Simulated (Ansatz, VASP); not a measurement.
# Si2W in VASP and in Ansatz

The input INCAR:

```
SYSTEM = Si2W
PREC     = Accurate       ! precision mode
ENCUT    = 520            ! plane-wave cutoff, eV
EDIFF    = 1E-6           ! SCF threshold, eV
ISMEAR   = 0              ! smearing method
SIGMA    = 0.1            ! smearing width, eV
LREAL    = .False.        ! projectors in reciprocal space
LASPH    = .True.         ! aspherical terms in the spheres
NELM     = 60             ! most SCF steps
ALGO     = Normal         ! electronic algorithm
ISIF     = 2              ! what is computed and relaxed
LWAVE    = .False.        ! write WAVECAR
LCHARG   = .False.        ! write CHGCAR
GGA      = PE             ! functional
NBANDS   = 31             ! bands
```

Contents of KPOINTS:

```
regular mesh
0
Gamma
  4 4 4
  0 0 0
```

File POSCAR:

```
Si2W
1.0
    0.0000000000      3.4526512380      3.4526512380
    3.4526512380      0.0000000000      3.4526512380
    3.4526512380      3.4526512380      0.0000000000
Si W
4 2
Direct
    0.6250000000      0.6250000000      0.6250000000
    0.1250000000      0.6250000000      0.6250000000
    0.6250000000      0.6250000000      0.1250000000
    0.6250000000      0.1250000000      0.6250000000
    0.0000000000      0.0000000000      0.0000000000
    0.2500000000      0.2500000000      0.2500000000
```

Input for Ansatz:

```yaml
crystal:
  lattice:
    - [0.0, 3.452651238, 3.452651238]
    - [3.452651238, 0.0, 3.452651238]
    - [3.452651238, 3.452651238, 0.0]
  atoms:
    - { symbol: Si, position: [0.625, 0.625, 0.625] }
    - { symbol: Si, position: [0.125, 0.625, 0.625] }
    - { symbol: Si, position: [0.625, 0.625, 0.125] }
    - { symbol: Si, position: [0.625, 0.125, 0.625] }
    - { symbol: W, position: [0.0, 0.0, 0.0] }
    - { symbol: W, position: [0.25, 0.25, 0.25] }
basis:
  ecutwfc: 420
kpoints:
  mp_grid: { grid: [4, 4, 4] }
hamiltonian:
  xc: pbe
scf:
  occupations: { method: gaussian, width: 0.1 }
  lower_state_search: "off"
output:
  forces: true
  stress: true
  eigenvalues: true
```

Alike in both runs: task single point; functional PBE; k mesh 4 × 4 × 4; occupations gaussian, width 0.1 eV; no spin polarisation.

|  | VASP | Ansatz |
| --- | --- | --- |
| version | VASP 6.6.1 | Ansatz 0.2.0 |
| potentials or method | VASP PAW PBE potentials, release 64 (Si, W_sv), cutoff 520 eV | scalar-relativistic, plane waves, PAW |
| valence electrons in the cell | 44 | 44 |

```tsv
	VASP	Ansatz	Ansatz less VASP
gap on the k mesh at the Fermi level (eV)	none	none	-
pressure (GPa)	-6.5	-6.5	+0.02
```

A gap of «none» marks a metal or a gap that the smearing closes.

The k mesh is coarse, so the values compare programs but aren't converged. Neither program's run includes spin-orbit coupling.
